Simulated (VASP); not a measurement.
# Mg6F in VASP: notebook

Runs on Mg6F. Level: PBE. Tasks: single point.

Everything below comes from runs of VASP 6.6.1. Logs are shortened: lines on timing, memory, paths and dates and some standing lists are left out, and cuts for length are marked.

**1. The cell of the first run**

The cell holds a slab with vacuum, 7 atoms: a = 3.203 Å, b = 7.978 Å, c = 20.985 Å, α = 90.00°, β = 90.00°, γ = 101.58°.

**2. Single point, PBE**

INCAR reads:

```
ALGO     = Normal         # electronic algorithm
DIPOL    = 0.5 0.5 0.311
EDIFF    = 1E-6           # SCF threshold, eV
ENCUT    = 520            # plane-wave cutoff, eV
GGA      = PE             # functional
IDIPOL   = 3            
ISIF     = 2              # what is computed and relaxed
ISMEAR   = 0              # smearing method
LASPH    = T              # aspherical terms in the spheres
LCHARG   = F              # write CHGCAR
LDIPOL   = T            
LREAL    = F              # projectors in reciprocal space
LWAVE    = F              # write WAVECAR
NBANDS   = 18             # bands
NELM     = 60             # most SCF steps
PREC     = Accurate       # precision mode
SIGMA    = 0.1            # smearing width, eV
```

KPOINTS reads:

```
k-points
0
Gamma
  9 4 1
```

POSCAR reads:

```
Mg6F
1.0
    3.2034417932      0.0000000000      0.0000000000
   -1.6017208966      7.8153198520      0.0000000000
    0.0000000000      0.0000000000     20.9851131634
Mg F
6 1
Direct
    0.8493879956      0.6987759913      0.1906113143
    0.5210014932      0.0420029864      0.2197581863
    0.1926149907      0.3852299814      0.2489050583
    0.3710660944      0.7414803149      0.3283003664
    0.0426232582      0.0834482649      0.3542380799
    0.7128162912      0.4251093731      0.3805132287
    0.7128162912      0.6751093731      0.4562812261
```

Potentials or basis: VASP PAW PBE potentials, release 64 (Mg, F).

Started as:

```
> cat potpaw_PBE.64/Mg/POTCAR potpaw_PBE.64/F/POTCAR > POTCAR
> mpirun -np 1 vasp_std > vasp.out
```

OUTCAR:

```text
EDIFF = 1E-6
   ENCUT = 520
   GGA = PE
   ISIF = 2
   ISMEAR = 0
   LASPH = T
   LREAL = F
   NELM = 60
   PREC = Accurate

 ion  position               nearest neighbor table
   1  0.849  0.699  0.191-   3 3.17   3 3.17   2 3.18   2 3.18   4 3.32   4 3.32
   2  0.521  0.042  0.220-   3 3.18   3 3.18   1 3.18   1 3.18   5 3.26   5 3.26   4 3.27
   3  0.193  0.385  0.249-   1 3.17   1 3.17   2 3.18   2 3.18   6 3.21   6 3.21   5 3.23   4 3.24

   4  0.371  0.741  0.328-   6 3.14   6 3.14   5 3.16   5 3.16   3 3.24   2 3.27   1 3.32   1 3.32

   5  0.043  0.083  0.354-   6 3.16   4 3.16   6 3.16   4 3.16   3 3.23   2 3.26   2 3.26
   6  0.713  0.425  0.381-   7 2.55   4 3.14   4 3.14   5 3.16   5 3.16   3 3.21   3 3.21
   7  0.713  0.675  0.456-   6 2.55

  LATTYP: Found a base centered orthorhombic cell.
 ALAT       =     3.2034417932
 B/A-ratio  =     4.8793268968
 C/A-ratio  =     6.5508020804

  Lattice vectors:

 A1 = (   1.6017208966,  -7.8153198520,   0.0000000000)
 A2 = (   1.6017208966,   7.8153198520,   0.0000000000)
 A3 = (   0.0000000000,   0.0000000000,  20.9851131634)

Analysis of symmetry for initial positions (statically):
=====================================================================
 Subroutine PRICEL returns:
 Original cell was already a primitive cell.

 Routine SETGRP: Setting up the symmetry group for a
 base centered orthorhombic supercell.

 Subroutine GETGRP returns: Found  1 space group operations
 (whereof  1 operations were pure point group operations)
 out of a pool of  8 trial point group operations.

The static configuration has the point symmetry C_1 .

Analysis of symmetry for dynamics (positions and initial velocities):
=====================================================================
 Subroutine PRICEL returns:
 Original cell was already a primitive cell.

 Routine SETGRP: Setting up the symmetry group for a
 base centered orthorhombic supercell.

 Subroutine GETGRP returns: Found  1 space group operations
 (whereof  1 operations were pure point group operations)
 out of a pool of  8 trial point group operations.

The dynamic configuration has the point symmetry C_1 .

 Subroutine INISYM returns: Found  1 space group operations
 (whereof  1 operations are pure point group operations),
 and found     1 'primitive' translations

----------------------------------------------------------------------------------------

                                     Primitive cell

  volume of cell :     525.3817

  direct lattice vectors                    reciprocal lattice vectors
     3.203441793  0.000000000  0.000000000     0.312164249  0.063976908  0.000000000
    -1.601720897  7.815319852  0.000000000     0.000000000  0.127953816  0.000000000
     0.000000000  0.000000000 20.985113163     0.000000000  0.000000000  0.047652829

  length of vectors
     3.203441793  7.977764989 20.985113163     0.318652731  0.127953816  0.047652829

  position of ions in fractional coordinates (direct lattice)
     0.849387996  0.698775991  0.190611314
     0.521001493  0.042002986  0.219758186
     0.192614991  0.385229981  0.248905058
     0.371066094  0.741480315  0.328300366
     0.042623258  0.083448265  0.354238080
     0.712816291  0.425109373  0.380513229
     0.712816291  0.675109373  0.456281226

  ion indices of the primitive-cell ions
   primitive index   ion index
                 1           1
                 2           2
                 3           3
                 4           4
                 5           5
                 6           6
                 7           7

----------------------------------------------------------------------------------------

 KPOINTS: k-points

Automatic generation of k-mesh.
 Grid dimensions read from file:
 generate k-points for:    9    4    1

 Generating k-lattice:

  Cartesian coordinates                     Fractional coordinates (reciprocal lattice)
     0.034684917  0.007108545  0.000000000     0.111111111 -0.000000000  0.000000000
[... 19 lines left out ...]
|     classes:                                                                |
|                                                                             |
|        The reciprocal lattice is base centered orthorhombic,                |
|        whereas your k-lattice is simple monoclinic.                         |
|                                                                             |
|     Results are often still useful ...                                      |
|                                                                             |
 -----------------------------------------------------------------------------

 WARNING: IBZKPT: internal override: KBLOWUP is changed to .FALSE.
      ... skipping the blow-up phase ...

 Subroutine IBZKPT returns following result:
 ===========================================

 Found     19 irreducible k-points:

 Following reciprocal coordinates:
            Coordinates               Weight
  0.000000  0.000000  0.000000      1.000000
  0.111111 -0.000000  0.000000      2.000000
  0.222222 -0.000000  0.000000      2.000000
  0.333333 -0.000000  0.000000      2.000000
  0.444444 -0.000000  0.000000      2.000000
  0.000000  0.250000  0.000000      2.000000
[... 11 lines left out ...]
  0.333333  0.500000  0.000000      2.000000
  0.444444  0.500000  0.000000      2.000000
   k-points           NKPTS =     19   k-points in BZ     NKDIM =     19   number of bands    NBANDS=     18
   number of dos      NEDOS =    301   number of ions     NIONS =      7
   total plane-waves  NPLWV = 230400
   dimension x,y,z NGX =    24 NGY =   60 NGZ =  160
   dimension x,y,z NGXF=    48 NGYF=  120 NGZF=  320
   ions per type =               6   1
   NGX,Y,Z   is equivalent  to a cutoff of  12.46, 12.50, 12.68 a.u.
   NGXF,Y,Z  is equivalent  to a cutoff of  24.91, 25.01, 25.35 a.u.
 SYSTEM =  unknown system
   PREC   = accura    normal or accurate (medium, high low for compatibility)
   ISTART =      0    job   : 0-new  1-cont  2-samecut
   ICHARG =      2    charge: 1-file 2-atom 10-const
   ISPIN  =      1    spin polarized calculation?
   LNONCOLLINEAR =      F non collinear calculations
   LSORBIT =      F    spin-orbit coupling
   LASPH  =      T    aspherical Exc in radial PAW
   ENCUT  =  520.0 eV  38.22 Ry    6.18 a.u.   5.96 14.83 39.02*2*pi/ulx,y,z
   NELM   =     60;   NELMIN=  2; NELMDL= -5     # of ELM steps
   EDIFF  = 0.1E-05   stopping-criterion for ELM
   LREAL  =      F    real-space projection
   EDIFFG = 0.1E-04   stopping-criterion for IOM
   NSW    =      0    number of steps for IOM
   IBRION =     -1    ionic relax: 0-MD 1-quasi-New 2-CG
   NFREE  =      0    steps in history (QN), initial steepest desc. (CG)
   ISIF   =      2    stress and relaxation
   ISYM   =      2    0-nonsym 1-usesym 2-fastsym
   POTIM  = 0.5000    time-step for ionic-motion
   TEBEG  =    0.0;   TEEND  =   0.0 temperature during run
   PSTRESS=    0.0 pullay stress
   NELECT =      19.0000    total number of electrons
   NUPDOWN=      -1.0000    fix difference up-down
   EMIN   =  10.00;   EMAX   =-10.00  energy-range for DOS
   EFERMI =   0.00;   METHOD = LEGACY
   ISMEAR =     0;   SIGMA  =   0.10  broadening in eV -4-tet -1-fermi 0-gaus
   EFERMI_NEDOS =   21; number of points for ismear=-14 and -15
   IALGO  =     38    algorithm
   IMIX   =      4    mixing-type and parameters
     AMIX     =   0.40;   BMIX     =  1.00
     AMIX_MAG =   1.60;   BMIX_MAG =  1.00
  volume/ion in A,a.u.               =      75.05       506.49
  Fermi-wavevector in a.u.,A,eV,Ry     =   0.541379  1.023057  3.987742  0.293091
  Thomas-Fermi vector in A             =   1.568933
   LORBIT       =      0    0 simple, 1 ext, 2 COOP (PROOUT), +10 PAW based schemes
   GGA     = PE    functional components
   LHFCALC =     F    Hartree Fock is set to
   AEXX    =    0.0000 exact exchange contribution
   IVDW    =     0    specifies the selected vdW correction
   LEPSILON=     F    determine dielectric tensor
   LRPA    =     F    only Hartree local field effects (RPA)
 non-spin polarized calculation
 Gauss-broadening in eV      SIGMA  =   0.10
  energy-cutoff  :      520.00
  volume of cell :      525.38
 maximum number of plane-waves:     14191
   NGX = 11   NGY = 29   NGZ = 79

 number of electron      18.9999996 magnetization

 dipolmoment           0.000000      0.000000      0.427078 electrons x Angstroem

 Free energy of the ion-electron system (eV)
  ---------------------------------------------------
  ext. energy  EPLUGINS =         0.00000000
  ---------------------------------------------------
  free energy    TOTEN  =       -11.57167597 eV

  energy without entropy =      -11.56646639  energy(sigma->0) =      -11.56907118

 E-fermi :  -2.8227     XC(G=0):  -3.2095

 val. band max:       -2.9666569289   @ k =   0.1111   0.5000   0.0000
 cond. band min:      -2.8053058138   @ k =   0.1111   0.5000   0.0000
 fundamental gap:      0.1613511151
 Fermi energy:        -2.8226847803

 k-point     1 :       0.0000    0.0000    0.0000
  band No.  band energies     occupation
      1     -22.9529      2.00000
      2      -8.8977      2.00000
      3      -6.9196      2.00000
      4      -6.5398      2.00000
      5      -6.2337      2.00000
      6      -5.0790      2.00000
[... 376 lines left out ...]
      5      -4.7028      2.00000
      6      -4.4759      2.00000
[... 10 lines left out ...]
     17       0.4734      0.00000
     18       0.6570      0.00000

------------------------ aborting loop because EDIFF is reached ----------------------------------------

 vacuum level on the upper side and lower side of the slab       (xc-potential included)         1.465        -1.534

  FORCE on cell =-STRESS in cart. coord.  units (eV):
  Direction    XX          YY          ZZ          XY          YZ          ZX
  --------------------------------------------------------------------------------------
  -------------------------------------------------------------------------------------
  Total       -1.9714308     -3.4544474     -5.5431505     -0.0327760     -1.7945508      0.0187625
  in kB       -6.0119755    -10.5345081    -16.9041113     -0.0999521     -5.4725713      0.0572171
  external PRESSURE =     -11.1501983 kB  Pullay stress =       0.0000000 kB

 VOLUME and BASIS-vectors are now :
 -----------------------------------------------------------------------------
  energy-cutoff  :      520.00
  volume of cell :      525.38
      direct lattice vectors                 reciprocal lattice vectors
     3.203441793  0.000000000  0.000000000     0.312164249  0.063976908  0.000000000
    -1.601720897  7.815319852  0.000000000     0.000000000  0.127953816  0.000000000
     0.000000000  0.000000000 20.985113163     0.000000000  0.000000000  0.047652829

 POSITION                                       TOTAL-FORCE (eV/Angst)
 -----------------------------------------------------------------------------------
      1.60172      5.46116      4.00000         0.001308      0.026816      0.198367
      1.60172      0.32827      4.61165        -0.004404     -0.089099      0.088477
      0.00000      3.01070      5.22330        -0.006753      0.122315     -0.050894
      0.00104      5.79491      6.88942         0.114079     -0.023362      0.715524
      0.00288      0.65217      7.43373        -0.011281     -0.000678      0.119796
      1.60256      3.32237      7.98511        -0.162752      1.019458      1.276884
      1.20213      5.27620      9.57511         0.069803     -1.055450     -2.348153
 -----------------------------------------------------------------------------------
    total drift:                                0.000715     -0.000417      0.000058

  FREE ENERGIE OF THE ION-ELECTRON SYSTEM (eV)
  ---------------------------------------------------
  free  energy   TOTEN  =       -11.5716759660 eV

  energy  without entropy=      -11.5664663887  energy(sigma->0) =      -11.56907118

 vacuum level on the upper side and lower side of the slab         3.703         0.618
```

Run time: 2.9 min. Hardware: 1 thread of Intel Xeon 6975P-C (Granite Rapids), shared host; peak memory 0.57 GiB.

What came out:

| Quantity | Value |
| --- | --- |
| Free energy | -11.5717 eV |
| Largest force | 2.575 eV/Å |

Forces on the atoms (eV/Å):
```
Mg   0.001  0.027  0.198
Mg  -0.004 -0.089  0.088
Mg  -0.007  0.122 -0.051
Mg   0.114 -0.023  0.716
Mg  -0.011 -0.001  0.120
Mg  -0.163  1.019  1.277
F    0.070 -1.055 -2.348
```

Caveat: an odd number of electrons without spin polarisation forces a metal; a magnetic or distorted state may lie lower.

**3. Single point, PBE**

INCAR reads:

```
PREC     = Accurate       # precision mode
ENCUT    = 520            # plane-wave cutoff, eV
EDIFF    = 1E-7           # SCF threshold, eV
ISMEAR   = 0              # smearing method
SIGMA    = 0.1            # smearing width, eV
LREAL    = F              # projectors in reciprocal space
LASPH    = T              # aspherical terms in the spheres
NELM     = 80             # most SCF steps
ALGO     = Normal         # electronic algorithm
ISIF     = 2              # what is computed and relaxed
LWAVE    = F              # write WAVECAR
LCHARG   = F              # write CHGCAR
LDIPOL   = T            
IDIPOL   = 3            
DIPOL    = 0.5 0.5 0.318
GGA      = PE             # functional
NBANDS   = 18             # bands
```

KPOINTS reads:

```
regular mesh
0
Gamma
  9 4 1
```

Edit POSCAR of step 2 so:

```diff
@@ -14,2 +14,2 @@
     0.7128162912      0.4251093731      0.3805132287
-    0.7128162912      0.6751093731      0.4562812261
+    0.7128162912      0.6751093731      0.5010748849
```

Potentials or basis: VASP PAW PBE potentials, release 64 (Mg, F).

Started as:

```
> cat potpaw_PBE.64/Mg/POTCAR potpaw_PBE.64/F/POTCAR > POTCAR
> mpirun -np 1 vasp_std > vasp.out
```

Run time: 3.7 min. Hardware: 1 thread of Intel Xeon 6975P-C (Granite Rapids), shared host; peak memory 0.58 GiB.

The run converged. Its results:

```
Free energy   : -9.6843 eV
Largest force : 1.511 eV/Å
```

Forces in eV/Å, atoms in the order of the input:
```
Mg   0.000  0.043  0.155
Mg  -0.003 -0.056  0.057
Mg  -0.002  0.054 -0.079
Mg   0.019  0.040  0.209
Mg  -0.005 -0.048  0.141
Mg  -0.049  0.418  0.957
F    0.039 -0.450 -1.442
```

Levels at points of the mesh, in eV from the Fermi level:
```csv
k point,band 5,band 6,band 7,band 8,band 9,band 10,band 11,band 12,band 13,band 14
"(0.00, 0.00, 0.00)",-3.42,-1.80,-1.55,-0.84,-0.43,-0.15,0.02,1.00,1.55,2.69
"(0.00, 0.50, 0.00)",-3.24,-1.02,-0.84,-0.53,-0.38,-0.19,-0.08,0.02,1.28,1.98
```

Caveat: an odd number of electrons without spin polarisation forces a metal; a magnetic or distorted state may lie lower.

**4. Single point, PBE**

INCAR reads:

```
PREC = Accurate
ENCUT = 520
EDIFF = 1E-7
ISMEAR = 0
SIGMA = 0.1
LREAL = False
LASPH = True
NELM = 60
ALGO = Normal
ISIF = 2
LWAVE = False
LCHARG = False
LDIPOL = True
IDIPOL = 3
DIPOL = 0.5 0.5 0.326
GGA = PE
NBANDS = 18
```

KPOINTS reads:

```
Automatic mesh
0
Gamma
  9 4 1
```

Edit POSCAR of step 3 so:

```diff
@@ -14,2 +14,2 @@
     0.7128162912      0.4251093731      0.3805132287
-    0.7128162912      0.6751093731      0.5010748849
+    0.7128162912      0.6751093731      0.5582582792
```

Started as:

```
> cat potpaw_PBE.64/Mg/POTCAR potpaw_PBE.64/F/POTCAR > POTCAR
> mpirun -np 1 vasp_std > vasp.out
```

It took 5.6 min on 1 thread of Intel Xeon 6975P-C (Granite Rapids), shared host; peak memory 0.57 GiB.

It converged, with:

```yaml
Free_energy: -8.6172 eV
Largest_force: 0.503 eV/Å
```

Forces on the atoms (eV/Å):
```
Mg   0.001  0.032  0.119
Mg  -0.001 -0.049  0.035
Mg   0.000  0.028 -0.125
Mg   0.001  0.020  0.020
Mg  -0.001 -0.032  0.079
Mg  -0.004  0.083  0.367
F    0.005 -0.082 -0.496
```

Levels at points of the mesh, in eV from the Fermi level:
```tsv
k point	band 6	band 7	band 8	band 9	band 10	band 11	band 12	band 13	band 14	band 15
(0.00, 0.00, 0.00)	-1.81	-1.56	-0.60	-0.20	-0.18	0.07	0.96	1.34	2.57	3.28
(0.00, 0.50, 0.00)	-0.99	-0.55	-0.44	-0.31	-0.18	-0.18	0.07	1.18	1.90	2.22
```

Caveat: an odd number of electrons without spin polarisation forces a metal; a magnetic or distorted state may lie lower.
